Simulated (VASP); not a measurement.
# C: single point with PBE+D3(BJ)

C:

```
C
1.0
    -0.73307    3.69739   -3.37028
    -0.73307   -3.69739   -3.37028
    -5.67096    0.00000    3.40266
C
18
Cartesian
  -1.4446 -1.2325 -3.3663
  -4.9809 0.0000 0.0256
  -0.7116 0.0000 0.0040
  -2.8462 1.2325 0.0148
  -4.9809 -2.4649 0.0256
  -1.4446 1.2325 -3.3663
  -2.8462 -1.2325 0.0148
  -4.9809 2.4649 0.0256
  -3.5793 0.0000 -3.3555
  -5.6925 -1.2325 0.0284
  -3.5578 0.0000 0.0176
  -6.4255 0.0000 -3.3419
  -2.1562 -2.4649 -3.3635
  -4.2909 1.2325 -3.3527
  -5.6925 1.2325 0.0284
  -2.1562 2.4649 -3.3635
  -4.2909 -1.2325 -3.3527
  -2.1562 0.0000 -3.3635
```

| Quantity | Value |
| --- | --- |
| Program | VASP 6.6.1 |
| Task | single point |
| Functional | PBE |
| Dispersion | D3(BJ) |
| Potentials or basis | VASP PAW PBE potentials, release 64 (C) |
| Cutoff | 520 eV |
| k mesh | 4 × 4 × 4, shifted |
| Occupations | gaussian, width 0.01 eV |
| Spin | no spin polarisation |
| Dipole correction | no |
| Further INCAR settings | LREAL = Auto; ALGO = Normal; EDIFF = 1e-06; NBANDS = 51 |

```json
{"Pressure": "0.4 GPa", "Largest force": "0.015 eV/Å", "Band gap on the k mesh": "0.64 eV", "Dispersion energy per atom": "-0.155 eV"}
```

Forces on the atoms (eV/Å):
```
C    0.003  0.000  0.015
C    0.003  0.000  0.015
C    0.003  0.000  0.015
C    0.003  0.000  0.015
C    0.003  0.000  0.015
C    0.003  0.000  0.015
C    0.003  0.000  0.015
C    0.003  0.000  0.015
C    0.003  0.000  0.015
C   -0.003  0.000 -0.015
C   -0.003  0.000 -0.015
C   -0.003  0.000 -0.015
C   -0.003  0.000 -0.015
C   -0.003  0.000 -0.015
C   -0.003  0.000 -0.015
C   -0.003  0.000 -0.015
C   -0.003  0.000 -0.015
C   -0.003  0.000 -0.015
```

Stress tensor (GPa, compression positive):
```
 0.75  0.00  0.00
 0.00  0.84  0.00
 0.00  0.00 -0.33
```

Levels at points of the mesh, in eV from the valence-band top:
```
           k point  band 32  band 33  band 34  band 35  band 36  band 37  band 38  band 39  band 40  band 41
(0.12, 0.12, 0.12)    -3.33    -3.03    -2.20    -0.92    -0.92     1.68     1.68     2.99     4.18     4.18
```

Run time: 3.4 min on 1 thread of AMD EPYC 7R13 Processor (Zen 3) (shared host), peak memory 0.28 GiB.

A k mesh can miss the band edges. PBE gaps usually lie below the measured ones, often by a third to a half.
